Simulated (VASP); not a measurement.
Set up this calculation in VASP 6.6.1, as the native input.

```
Task                   : single point
Functional             : PBE
Potentials or basis    : VASP PAW PBE potentials, release 64 (In_d, Ga_d, Pd, Se)
Cutoff                 : 520 eV
k mesh                 : 6 × 6 × 6
Occupations            : gaussian, width 0.1 eV
Spin                   : collinear spin, ferromagnetic start
Starting moments       : [0.0, 0.0, 1.0, 0.0, 0.0] μB
Dipole correction      : no
Further INCAR settings : ALGO = Normal; EDIFF = 1e-06; NBANDS = 36
```

The structure of InGaPdSe2 lies in POSCAR:

```
InGaPdSe2
1.0
   -1.9322114598      1.9322114598      7.4255002458
    1.9322114598     -1.9322114598      7.4255002458
    1.9322114598      1.9322114598     -7.4255002458
In Ga Pd Se
1 1 1 2
Direct
    0.0000000000      0.0000000000      0.0000000000
    0.7500000000      0.2500000000      0.5000000000
    0.2500000000      0.7500000000      0.5000000000
    0.6240272323      0.6240272323      0.0000000000
    0.3759727677      0.3759727677      0.0000000000
```

One way to write it, as run:

INCAR

```
PREC = Accurate
ENCUT = 520
EDIFF = 1E-6
ISMEAR = 0
SIGMA = 0.1
LREAL = False
LASPH = True
NELM = 150
ALGO = Normal
ISIF = 2
LWAVE = False
LCHARG = False
ISPIN = 2
MAGMOM = 0 0 1 0 0
LORBIT = 11
LMAXMIX = 4
GGA = PE
NBANDS = 36
```

KPOINTS

```
regular mesh
0
Gamma
  6 6 6
```

Potentials or basis: VASP PAW PBE potentials, release 64 (In_d, Ga_d, Pd, Se).

The run is started by

```bash
$ cat potpaw_PBE.64/In_d/POTCAR potpaw_PBE.64/Ga_d/POTCAR potpaw_PBE.64/Pd/POTCAR potpaw_PBE.64/Se/POTCAR > POTCAR
$ mpirun -np 1 vasp_std > vasp.out
```

It gave:

| Item | Value |
| --- | --- |
| Pressure | -0.2 GPa |
| Largest force | 0.012 eV/Å |
| Band gap on the k mesh | zero (filled and empty bands overlap) |
| Net moment | 0.00 μB per cell |
| Valence electrons inside the program's atomic spheres | In 11.21; Ga 11.48; Pd 9.44; Se 3.77 |

Caveat: the k points lie up to 0.38 Å⁻¹ apart; spin-orbit coupling is left out, which moves the levels of the heavy elements.

Wall time 18 min on 1 thread of Intel(R) Xeon(R) Platinum 8259CL CPU @ 2.50GHz (Skylake/Cascade Lake), on a shared host, peak memory 0.75 GiB.
